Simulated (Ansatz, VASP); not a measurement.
# One calculation of Sn, two programs

```xyz
3
Lattice="5.6191 0.0000 0.0000 -2.8095 4.8663 0.0000 0.0000 0.0000 3.1583" Properties=species:S:1:pos:R:3 pbc="T T T"
Sn    0.0000    0.0000    0.0000
Sn    0.0000    3.2442    1.5792
Sn    2.8095    1.6221    1.5792
```

Alike in both runs: functional PBE; k mesh 3 × 3 × 4; occupations gaussian, width 0.1 eV; no spin polarisation.

Ansatz relaxed the structure, and its values are those at the end. VASP's run is a single point on that final structure, the one shown.

```csv
,VASP,Ansatz
version,VASP 6.6.1,Ansatz 0.2.0
potentials or method,"VASP PAW PBE potentials, release 64 (Sn_d), cutoff 500 eV","scalar-relativistic, plane waves, PAW"
valence electrons in the cell,42,42
```

Ansatz gave:

| Property | Result |
| --- | --- |
| gap on the k mesh at the Fermi level (eV) | none |
| pressure (GPa) | -0.1 |

Q: What did VASP give for the same quantities?

A: gap on the k mesh at the Fermi level (eV): none; pressure (GPa): -0.2.

A gap of «none» marks a metal or a gap that the smearing closes. With one functional, cell and mesh, what is left measures potentials, basis and numerics.

The k mesh is coarse, so the values compare programs but aren't converged.
